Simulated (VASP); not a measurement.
The system is Rh.

```
Rh
1.0
     2.73098    0.00000    0.00000
    -1.36549    2.36510    0.00000
     0.00000    0.00000    4.42849
Rh
2
Cartesian
  1.3655 0.7884 3.3214
  0.0000 1.5767 1.1071
```

This isn't the form of Rh at room conditions, which is fcc.

* Program: VASP 6.6.1
* Task: relaxation of cell and atoms
* Functional: PBEsol
* Potentials or basis: VASP PAW PBE potentials, release 64 (Rh_pv)
* Cutoff: 600 eV
* k mesh: 18 × 18 × 10
* Occupations: fermi-dirac, width 0.1 eV
* Spin: no spin polarisation

At the start: pressure -13.5 GPa; volume 14.30 Å³/atom.

**Question.** Where does the relaxation end?

**Answer.** Over 11 steps the energy falls by 33.0 meV/atom and the volume is 13.57 Å³/atom (-5.1 %); space group P6_3/mmc (No. 194, to 0.1 Å) before and after.

Step by step:
| step | energy change (eV) | largest force (eV/Å) | pressure (GPa) | volume (Å³) |
| --- | --- | --- | --- | --- |
| 1 | 0.0000 | 0.0000 | -13.48 | 28.60 |
| 2 | 0.3864 | 0.0000 | 51.07 | 23.91 |
| 3 | -0.0657 | 0.0000 | -0.69 | 27.19 |
| 4 | -0.0658 | 0.0000 | -0.08 | 27.14 |
| 5 | -0.0658 | 0.0000 | 0.23 | 27.11 |
| 6 | -0.0660 | 0.0000 | 0.19 | 27.11 |
| 7 | -0.0660 | 0.0000 | 0.20 | 27.11 |
| 8 | -0.0660 | 0.0000 | 0.20 | 27.11 |
| 9 | -0.0660 | 0.0000 | 0.20 | 27.11 |
| 10 | -0.0660 | 0.0000 | -0.43 | 27.17 |
| 11 | -0.0660 | 0.0000 | 0.00 | 27.13 |

Final structure:
```
Rh
1.0
     2.68876    0.00000    0.00000
    -1.34438    2.32853    0.00000
     0.00000    0.00000    4.33365
Rh
2
Direct
  0.66667 0.33333 0.75000
  0.33333 0.66667 0.25000
```

Caveat: the PAW data sets were made with another functional, which shifts forces and pressure a little.
